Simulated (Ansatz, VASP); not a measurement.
C in VASP and in Ansatz

```
C
1.0
     2.46570    0.00000    0.00000
    -1.23285    2.13536    0.00000
     0.00000    0.00000   17.50000
C
4
Cartesian
  0.0000 1.4236 4.5000
  1.2329 0.7118 4.5000
  0.0000 1.4236 7.8100
  1.2329 0.7118 7.8100
```

Alike in both runs: task single point; functional PBE; dispersion D3(BJ); k mesh 15 × 15 × 1; occupations gaussian, width 0.1 eV; no spin polarisation.

|  | VASP | Ansatz |
| --- | --- | --- |
| version | VASP 6.6.1 | Ansatz 0.2.0 |
| potentials or method | VASP PAW PBE potentials, release 64 (C), cutoff 520 eV | scalar-relativistic, plane waves, PAW |
| valence electrons in the cell | 16 | 16 |

|  | VASP | Ansatz | Ansatz less VASP |
| --- | --- | --- | --- |
| gap on the k mesh at the Fermi level (eV) | 0.73 | 0.73 | -0.001 |
| least direct gap on the mesh (eV) | 0.73 | 0.73 | -0.001 |
| rms of the force components (eV/Å) | 0.037 | 0.037 | -0.0002 |

Atom by atom the forces differ by 0.000 eV/Å (rms over components).
